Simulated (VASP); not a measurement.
**PbS: single point with PBEsol**

The system is PbS.

```
CELL_PARAMETERS angstrom
4.08970 0.00000 0.00000
-2.04485 3.54178 0.00000
0.00000 0.00000 3.78817
ATOMIC_POSITIONS crystal
Pb 0.00000 0.00000 0.00000
S 0.66667 0.33333 0.50000
```

| Item | Value |
| --- | --- |
| Program | VASP 6.6.1 |
| Task | single point |
| Functional | PBEsol |
| Potentials or basis | VASP PAW PBE potentials, release 64 (Pb_d, S) |
| Cutoff | 520 eV |
| k mesh | 6 × 6 × 6 |
| Occupations | gaussian, width 0.02 eV |
| Spin | no spin polarisation |

| Item | Value |
| --- | --- |
| Pressure | -3.0 GPa |
| Band gap on the k mesh | zero (band 10 reaches 5.18 eV, above the bottom of band 11 at 4.64 eV) |

Stress tensor (GPa, compression positive):
```
-2.91  0.00  0.00
 0.00 -2.91  0.00
 0.00  0.00 -3.13
```

Levels at points of the mesh, in eV from the Fermi level:
```
           k point  band 8  band 9  band 10  band 11  band 12  band 13
(0.00, 0.00, 0.00)   -2.24   -1.75    -1.75     3.34     3.34     5.09
(0.50, 0.00, 0.00)   -2.78   -1.91    -1.24     1.81     3.81     5.17
(0.00, 0.00, 0.50)   -1.16   -1.16    -0.05     0.72     3.76     3.76
(0.50, 0.00, 0.50)   -4.18   -4.14    -1.49     2.01     2.65     2.65
```

Run time: 21 s on 1 thread of Intel(R) Xeon(R) Platinum 8259CL CPU @ 2.50GHz (Skylake/Cascade Lake) (shared host), peak memory 0.17 GiB.

Caveat: the PAW data sets were made with another functional, which shifts forces and pressure a little; spin-orbit coupling is left out, which moves the levels of the heavy elements.
